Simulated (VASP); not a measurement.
# CdF2 (R3m) in VASP: further runs, part 2 of 2

VASP 6.6.1. The steps go on from the part before.

**3. Single point, PBE (all Cd atoms moved +0.113 Å, as atom 1 along Cartesian [1 1 1])**

File INCAR:

```
  ALGO = Normal
  EDIFF = 1E-7
  ENCUT = 520
  GGA = PE
  ISIF = 2
  ISMEAR = 0
  LASPH = True
  LCHARG = False
  LREAL = False
  LWAVE = False
  NBANDS = 20
  NELM = 100
  PREC = Accurate
  SIGMA = 0.05
```

File KPOINTS:

```
k-points
0
Gamma
  8 8 8
```

File POSCAR:

```
CdF2
1.0
    0.0000000000      2.6940000000      2.6940000000
    2.6940000000      0.0000000000      2.6940000000
    2.6940000000      2.6940000000      0.0000000000
Cd F
1 2
Direct
    0.0120549193      0.0120549193      0.0120549193
    0.2500000000      0.2500000000      0.2500000000
    0.7500000000      0.7500000000      0.7500000000
```

Potentials or basis: VASP PAW PBE potentials, release 64 (Cd, F).

Started as:

```console
cat potpaw_PBE.64/Cd/POTCAR potpaw_PBE.64/F/POTCAR > POTCAR
mpirun -np 1 vasp_std > vasp.out
```

OUTCAR:

```text
EDIFF = 1E-7
   ENCUT = 520
   GGA = PE
   ISIF = 2
   ISMEAR = 0
   LASPH = True
   LREAL = False
   NELM = 100
   PREC = Accurate

 ion  position               nearest neighbor table
   1  0.012  0.012  0.012-   2 2.22   3 2.30   3 2.30   3 2.30   2 2.37   2 2.37   2 2.37   3 2.45

   2  0.250  0.250  0.250-   1 2.22   1 2.37   1 2.37   1 2.37
   3  0.750  0.750  0.750-   1 2.30   1 2.30   1 2.30   1 2.45

  LATTYP: Found a face centered cubic cell.
 ALAT       =     5.3880000000

  Lattice vectors:

 A1 = (   0.0000000000,   2.6940000000,   2.6940000000)
 A2 = (   2.6940000000,   0.0000000000,   2.6940000000)
 A3 = (   2.6940000000,   2.6940000000,   0.0000000000)

Analysis of symmetry for initial positions (statically):
=====================================================================
 Subroutine PRICEL returns:
 Original cell was already a primitive cell.

 Routine SETGRP: Setting up the symmetry group for a
 face centered cubic supercell.

 Subroutine GETGRP returns: Found  6 space group operations
 (whereof  6 operations were pure point group operations)
 out of a pool of 48 trial point group operations.

The static configuration has the point symmetry C_3v.

Analysis of symmetry for dynamics (positions and initial velocities):
=====================================================================
 Subroutine PRICEL returns:
 Original cell was already a primitive cell.

 Routine SETGRP: Setting up the symmetry group for a
 face centered cubic supercell.

 Subroutine GETGRP returns: Found  6 space group operations
 (whereof  6 operations were pure point group operations)
 out of a pool of 48 trial point group operations.

The dynamic configuration has the point symmetry C_3v.

 Subroutine INISYM returns: Found  6 space group operations
 (whereof  6 operations are pure point group operations),
 and found     1 'primitive' translations

----------------------------------------------------------------------------------------

                                     Primitive cell

  volume of cell :      39.1041

  direct lattice vectors                    reciprocal lattice vectors
     0.000000000  2.694000000  2.694000000    -0.185597624  0.185597624  0.185597624
     2.694000000  0.000000000  2.694000000     0.185597624 -0.185597624  0.185597624
     2.694000000  2.694000000  0.000000000     0.185597624  0.185597624 -0.185597624

  length of vectors
     3.809891337  3.809891337  3.809891337     0.321464515  0.321464515  0.321464515

  position of ions in fractional coordinates (direct lattice)
     0.012054919  0.012054919  0.012054919
     0.250000000  0.250000000  0.250000000
     0.750000000  0.750000000  0.750000000

  ion indices of the primitive-cell ions
   primitive index   ion index
                 1           1
                 2           2
                 3           3

----------------------------------------------------------------------------------------

 KPOINTS: k-points

Automatic generation of k-mesh.
 Grid dimensions read from file:
 generate k-points for:    8    8    8

 Generating k-lattice:

  Cartesian coordinates                     Fractional coordinates (reciprocal lattice)
    -0.023199703  0.023199703  0.023199703     0.125000000  0.000000000  0.000000000
     0.023199703 -0.023199703  0.023199703     0.000000000  0.125000000  0.000000000
     0.023199703  0.023199703 -0.023199703     0.000000000  0.000000000  0.125000000

  Length of vectors
     0.040183064  0.040183064  0.040183064

  Shift w.r.t. Gamma in fractional coordinates (k-lattice)
     0.000000000  0.000000000  0.000000000

 Subroutine IBZKPT returns following result:
 ===========================================

 Found     65 irreducible k-points:

 Following reciprocal coordinates:
            Coordinates               Weight
  0.000000  0.000000  0.000000      1.000000
  0.125000  0.000000  0.000000      6.000000
  0.125000  0.125000  0.125000      2.000000
  0.250000  0.000000  0.000000      6.000000
  0.250000  0.250000  0.250000      2.000000
  0.375000  0.000000  0.000000      6.000000
[... 16 lines left out ...]
 -0.250000  0.125000  0.000000     12.000000
  0.125000  0.125000  0.375000      6.000000
 [... further k-points ...]
   k-points           NKPTS =     65   k-points in BZ     NKDIM =     65   number of bands    NBANDS=     20
   number of dos      NEDOS =    301   number of ions     NIONS =      3
   total plane-waves  NPLWV =  21952
   dimension x,y,z NGX =    28 NGY =   28 NGZ =   28
   dimension x,y,z NGXF=    56 NGYF=   56 NGZF=   56
   ions per type =               1   2
   NGX,Y,Z   is equivalent  to a cutoff of  12.22, 12.22, 12.22 a.u.
   NGXF,Y,Z  is equivalent  to a cutoff of  24.44, 24.44, 24.44 a.u.
 SYSTEM =  unknown system
   PREC   = accura    normal or accurate (medium, high low for compatibility)
   ISTART =      0    job   : 0-new  1-cont  2-samecut
   ICHARG =      2    charge: 1-file 2-atom 10-const
   ISPIN  =      1    spin polarized calculation?
   LNONCOLLINEAR =      F non collinear calculations
   LSORBIT =      F    spin-orbit coupling
   LASPH  =      T    aspherical Exc in radial PAW
   ENCUT  =  520.0 eV  38.22 Ry    6.18 a.u.   7.08  7.08  7.08*2*pi/ulx,y,z
   NELM   =    100;   NELMIN=  2; NELMDL= -5     # of ELM steps
   EDIFF  = 0.1E-06   stopping-criterion for ELM
   LREAL  =      F    real-space projection
   EDIFFG = 0.1E-05   stopping-criterion for IOM
   NSW    =      0    number of steps for IOM
   IBRION =     -1    ionic relax: 0-MD 1-quasi-New 2-CG
   NFREE  =      0    steps in history (QN), initial steepest desc. (CG)
   ISIF   =      2    stress and relaxation
   ISYM   =      2    0-nonsym 1-usesym 2-fastsym
   POTIM  = 0.5000    time-step for ionic-motion
   TEBEG  =    0.0;   TEEND  =   0.0 temperature during run
   PSTRESS=    0.0 pullay stress
   NELECT =      26.0000    total number of electrons
   NUPDOWN=      -1.0000    fix difference up-down
   EMIN   =  10.00;   EMAX   =-10.00  energy-range for DOS
   EFERMI =   0.00;   METHOD = LEGACY
   ISMEAR =     0;   SIGMA  =   0.05  broadening in eV -4-tet -1-fermi 0-gaus
   EFERMI_NEDOS =   21; number of points for ismear=-14 and -15
   IALGO  =     38    algorithm
   IMIX   =      4    mixing-type and parameters
     AMIX     =   0.40;   BMIX     =  1.00
     AMIX_MAG =   1.60;   BMIX_MAG =  1.00
  volume/ion in A,a.u.               =      13.03        87.96
  Fermi-wavevector in a.u.,A,eV,Ry     =   1.428867  2.700166 27.778468  2.041660
  Thomas-Fermi vector in A             =   2.548882
   LORBIT       =      0    0 simple, 1 ext, 2 COOP (PROOUT), +10 PAW based schemes
   GGA     = PE    functional components
   LHFCALC =     F    Hartree Fock is set to
   AEXX    =    0.0000 exact exchange contribution
   IVDW    =     0    specifies the selected vdW correction
   LEPSILON=     F    determine dielectric tensor
   LRPA    =     F    only Hartree local field effects (RPA)
 non-spin polarized calculation
 Gauss-broadening in eV      SIGMA  =   0.05
  energy-cutoff  :      520.00
  volume of cell :       39.10
 maximum number of plane-waves:      1067
   NGX = 15   NGY = 15   NGZ = 15

 number of electron      25.9999978 magnetization

 Free energy of the ion-electron system (eV)
  ---------------------------------------------------
  ext. energy  EPLUGINS =         0.00000000
  ---------------------------------------------------
  free energy    TOTEN  =       -10.82091149 eV

  energy without entropy =      -10.82091149  energy(sigma->0) =      -10.82091149

 E-fermi :  -1.0275     XC(G=0): -10.4089

 val. band max:       -1.3207358040   @ k =  -0.2500   0.5000   0.2500
 cond. band min:       1.7624299832   @ k =   0.0000   0.0000   0.0000
 fundamental gap:      3.0831657872
 Fermi energy:        -1.0274505329

 k-point     1 :       0.0000    0.0000    0.0000
  band No.  band energies     occupation
      1     -22.1280      2.00000
      2     -21.0286      2.00000
      3      -6.9326      2.00000
      4      -6.9292      2.00000
      5      -6.9292      2.00000
      6      -5.7300      2.00000
[... 12 lines left out ...]
     19      18.5368      0.00000
[... 513 lines left out ...]
      4      -6.6139      2.00000
      5      -6.0466      2.00000
      6      -5.8504      2.00000
[... 12 lines left out ...]
     19      16.8388      0.00000
     20      19.6835      0.00000

 [... further k-points ...]

------------------------ aborting loop because EDIFF is reached ----------------------------------------

  FORCE on cell =-STRESS in cart. coord.  units (eV):
  Direction    XX          YY          ZZ          XY          YZ          ZX
  --------------------------------------------------------------------------------------
  -------------------------------------------------------------------------------------
  Total        1.6939180      1.6939180      1.6939180      0.1196623      0.1196623      0.1196623
  in kB       69.4033104     69.4033104     69.4033104      4.9028094      4.9028094      4.9028094
  external PRESSURE =      69.4033104 kB  Pullay stress =       0.0000000 kB

 VOLUME and BASIS-vectors are now :
 -----------------------------------------------------------------------------
  energy-cutoff  :      520.00
  volume of cell :       39.10
      direct lattice vectors                 reciprocal lattice vectors
     0.000000000  2.694000000  2.694000000    -0.185597624  0.185597624  0.185597624
     2.694000000  0.000000000  2.694000000     0.185597624 -0.185597624  0.185597624
     2.694000000  2.694000000  0.000000000     0.185597624  0.185597624 -0.185597624

 POSITION                                       TOTAL-FORCE (eV/Angst)
 -----------------------------------------------------------------------------------
      0.06495      0.06495      0.06495        -0.405970     -0.405970     -0.405970
      1.34700      1.34700      1.34700         0.266990      0.266990      0.266990
      4.04100      4.04100      4.04100         0.138980      0.138980      0.138980
 -----------------------------------------------------------------------------------
    total drift:                                0.000028      0.000028      0.000028

  FREE ENERGIE OF THE ION-ELECTRON SYSTEM (eV)
  ---------------------------------------------------
  free  energy   TOTEN  =       -10.8209114896 eV

  energy  without entropy=      -10.8209114896  energy(sigma->0) =      -10.82091149
```

OSZICAR:

```text
N       E                     dE             d eps       ncg     rms          rms(c)
DAV:   1     0.202824569579E+03    0.20282E+03   -0.15516E+04  2632   0.132E+03
DAV:   2    -0.365604696102E+01   -0.20648E+03   -0.19889E+03  2856   0.349E+02
DAV:   3    -0.124942146688E+02   -0.88382E+01   -0.88166E+01  2996   0.792E+01
DAV:   4    -0.125315716326E+02   -0.37357E-01   -0.37355E-01  2792   0.534E+00
DAV:   5    -0.125317069041E+02   -0.13527E-03   -0.13527E-03  3004   0.287E-01    0.104E+01
DAV:   6    -0.107875674542E+02    0.17441E+01   -0.39679E+00  3372   0.383E+01    0.758E+00
DAV:   7    -0.108357439457E+02   -0.48176E-01   -0.92516E-01  2704   0.885E+00    0.432E+00
DAV:   8    -0.108294419079E+02    0.63020E-02   -0.14113E-01  2692   0.357E+00    0.718E-01
DAV:   9    -0.108202067647E+02    0.92351E-02   -0.36069E-02  3208   0.242E+00    0.885E-02
DAV:  10    -0.108207879389E+02   -0.58117E-03   -0.30188E-03  2660   0.610E-01    0.122E-01
DAV:  11    -0.108208877953E+02   -0.99856E-04   -0.12615E-04  2836   0.111E-01    0.361E-02
DAV:  12    -0.108209097309E+02   -0.21936E-04   -0.31545E-05  2656   0.501E-02    0.187E-02
DAV:  13    -0.108209116571E+02   -0.19261E-05   -0.69998E-06  2852   0.219E-02    0.365E-03
DAV:  14    -0.108209114721E+02    0.18497E-06   -0.62023E-07  2824   0.101E-02    0.752E-04
DAV:  15    -0.108209114896E+02   -0.17494E-07   -0.63734E-08  2304   0.224E-03
   1 F= -.10820911E+02 E0= -.10820911E+02  d E =-.377367E-18
```

stdout:

```text
POSCAR found type information on POSCAR CdF
 POSCAR found :  2 types and       3 ions
 scaLAPACK will be used
 LDA part: xc-table for (Slater+PW92), standard interpolation
 POSCAR, INCAR and KPOINTS ok, starting setup
 FFT: planning ... GRIDC
 FFT: planning ... GRID_SOFT
 FFT: planning ... GRID
 WAVECAR not read
 entering main loop
```

Wall time 29 s (1 thread of Intel Xeon Platinum 8375C at 2.90GHz (Ice Lake), shared host); peak memory 0.18 GiB.

What came out:

```
Free energy            : -10.8209 eV
Pressure               : 6.9 GPa
Largest force          : 0.703 eV/Å
Band gap on the k mesh : 3.08 eV, indirect (least direct gap 3.58 eV)
```

Forces on the atoms (eV/Å):
```
Cd  -0.406 -0.406 -0.406
F    0.267  0.267  0.267
F    0.139  0.139  0.139
```

Stress tensor (GPa, compression positive):
```
6.94 0.49 0.49
0.49 6.94 0.49
0.49 0.49 6.94
```

Caveat: the cell differs from its parent crystal (all Cd atoms moved +0.113 Å, as atom 1 along Cartesian [1 1 1]).

**4. Single point, PBE (all Cd atoms moved +0.037 Å, as atom 1 along Cartesian [1 1 1])**

File INCAR:

```
SYSTEM = CdF2
PREC = Accurate ; ENCUT = 520
EDIFF = 1E-6 ; ISMEAR = 0
SIGMA = 0.05 ; LREAL = .False.
LASPH = .True. ; NELM = 100
ALGO = Normal ; ISIF = 2
LWAVE = .False. ; LCHARG = .True.
GGA = PE ; LELF = .True.
LVHAR = .True. ; NBANDS = 20
```

File KPOINTS:

```
regular mesh
0
Gamma
  8 8 8
  0 0 0
```

Edit POSCAR of step 3 so:

```diff
@@ -8,3 +8,3 @@
 Direct
-    0.0120549193      0.0120549193      0.0120549193
+    0.0040183064      0.0040183064      0.0040183064
     0.2500000000      0.2500000000      0.2500000000
```

Potentials or basis: VASP PAW PBE potentials, release 64 (Cd, F).

Started as:

```console
cat potpaw_PBE.64/Cd/POTCAR potpaw_PBE.64/F/POTCAR > POTCAR
mpirun -np 1 vasp_std > vasp.out
```

OUTCAR:

```text
SYSTEM = CdF2
   PREC = Accurate
   ENCUT = 520
   EDIFF = 1E-6
   ISMEAR = 0
   LREAL = .False.
   LASPH = .True.
   NELM = 100
   ISIF = 2
   GGA = PE

 ion  position               nearest neighbor table
   1  0.004  0.004  0.004-   2 2.30   3 2.32   3 2.32   3 2.32   2 2.35   2 2.35   2 2.35   3 2.37

   2  0.250  0.250  0.250-   1 2.30   1 2.35   1 2.35   1 2.35
   3  0.750  0.750  0.750-   1 2.32   1 2.32   1 2.32   1 2.37

  LATTYP: Found a face centered cubic cell.
 ALAT       =     5.3880000000

  Lattice vectors:

 A1 = (   0.0000000000,   2.6940000000,   2.6940000000)
 A2 = (   2.6940000000,   0.0000000000,   2.6940000000)
 A3 = (   2.6940000000,   2.6940000000,   0.0000000000)

Analysis of symmetry for initial positions (statically):
=====================================================================
 Subroutine PRICEL returns:
 Original cell was already a primitive cell.

 Routine SETGRP: Setting up the symmetry group for a
 face centered cubic supercell.

 Subroutine GETGRP returns: Found  6 space group operations
 (whereof  6 operations were pure point group operations)
 out of a pool of 48 trial point group operations.

The static configuration has the point symmetry C_3v.
[... 162 lines left out ...]

 E-fermi :  -1.0239     XC(G=0): -10.4118

 val. band max:       -1.3126483600   @ k =  -0.2500   0.5000   0.2500
 cond. band min:       1.7571193070   @ k =   0.0000   0.0000   0.0000
 fundamental gap:      3.0697676669
 Fermi energy:        -1.0239110405

 k-point     1 :       0.0000    0.0000    0.0000
  band No.  band energies     occupation
      1     -22.1180      2.00000
      2     -21.0138      2.00000
      3      -6.9275      2.00000
      4      -6.9272      2.00000
      5      -6.9272      2.00000
      6      -5.7205      2.00000
[... 541 lines left out ...]
     19      16.8456      0.00000
     20      19.6756      0.00000

 [... further k-points ...]

------------------------ aborting loop because EDIFF is reached ----------------------------------------

  FORCE on cell =-STRESS in cart. coord.  units (eV):
  Direction    XX          YY          ZZ          XY          YZ          ZX
  --------------------------------------------------------------------------------------
  -------------------------------------------------------------------------------------
  Total        1.5346912      1.5346912      1.5346912      0.0130144      0.0130144      0.0130144
  in kB       62.8794613     62.8794613     62.8794613      0.5332249      0.5332249      0.5332249
  external PRESSURE =      62.8794613 kB  Pullay stress =       0.0000000 kB

 VOLUME and BASIS-vectors are now :
 -----------------------------------------------------------------------------
  energy-cutoff  :      520.00
  volume of cell :       39.10
      direct lattice vectors                 reciprocal lattice vectors
     0.000000000  2.694000000  2.694000000    -0.185597624  0.185597624  0.185597624
     2.694000000  0.000000000  2.694000000     0.185597624 -0.185597624  0.185597624
     2.694000000  2.694000000  0.000000000     0.185597624  0.185597624 -0.185597624

 POSITION                                       TOTAL-FORCE (eV/Angst)
 -----------------------------------------------------------------------------------
      0.02165      0.02165      0.02165        -0.128615     -0.128615     -0.128615
      1.34700      1.34700      1.34700         0.071269      0.071269      0.071269
      4.04100      4.04100      4.04100         0.057345      0.057345      0.057345
 -----------------------------------------------------------------------------------
    total drift:                               -0.000055     -0.000055     -0.000055

  FREE ENERGIE OF THE ION-ELECTRON SYSTEM (eV)
  ---------------------------------------------------
  free  energy   TOTEN  =       -10.8551904228 eV

  energy  without entropy=      -10.8551904228  energy(sigma->0) =      -10.85519042
```

OSZICAR:

```text
N       E                     dE             d eps       ncg     rms          rms(c)
DAV:   1     0.197951119209E+03    0.19795E+03   -0.15627E+04  2704   0.132E+03
DAV:   2    -0.402893838295E+01   -0.20198E+03   -0.19377E+03  2816   0.346E+02
DAV:   3    -0.125260635445E+02   -0.84971E+01   -0.84751E+01  2980   0.772E+01
DAV:   4    -0.125623693159E+02   -0.36306E-01   -0.36304E-01  2808   0.519E+00
DAV:   5    -0.125625016652E+02   -0.13235E-03   -0.13235E-03  2968   0.282E-01    0.103E+01
DAV:   6    -0.108236313880E+02    0.17389E+01   -0.39646E+00  3320   0.377E+01    0.748E+00
DAV:   7    -0.108700938752E+02   -0.46462E-01   -0.89930E-01  2688   0.863E+00    0.426E+00
DAV:   8    -0.108631818908E+02    0.69120E-02   -0.13566E-01  2684   0.347E+00    0.710E-01
DAV:   9    -0.108545040129E+02    0.86779E-02   -0.33401E-02  3164   0.229E+00    0.875E-02
DAV:  10    -0.108550684883E+02   -0.56448E-03   -0.28944E-03  2680   0.593E-01    0.120E-01
DAV:  11    -0.108551673618E+02   -0.98873E-04   -0.12592E-04  2828   0.111E-01    0.369E-02
DAV:  12    -0.108551887430E+02   -0.21381E-04   -0.36187E-05  2676   0.523E-02    0.183E-02
DAV:  13    -0.108551905954E+02   -0.18524E-05   -0.65327E-06  2856   0.207E-02    0.323E-03
DAV:  14    -0.108551904228E+02    0.17259E-06   -0.54426E-07  2316   0.931E-03
   1 F= -.10855190E+02 E0= -.10855190E+02  d E =-.108791E-17
```

Run time: 28 s. Hardware: 1 thread of Intel Xeon Platinum 8375C at 2.90GHz (Ice Lake), shared host; peak memory 0.18 GiB.

What came out:

```
Free energy            : -10.8552 eV
Pressure               : 6.3 GPa
Largest force          : 0.223 eV/Å
Band gap on the k mesh : 3.07 eV, indirect (least direct gap 3.57 eV)
```

Forces on the atoms (eV/Å):
```
Cd  -0.129 -0.129 -0.129
F    0.071  0.071  0.071
F    0.057  0.057  0.057
```

Stress tensor (GPa, compression positive):
```
6.29 0.05 0.05
0.05 6.29 0.05
0.05 0.05 6.29
```

Caveat: the cell differs from its parent crystal (all Cd atoms moved +0.037 Å, as atom 1 along Cartesian [1 1 1]). A k mesh can miss the band edges.
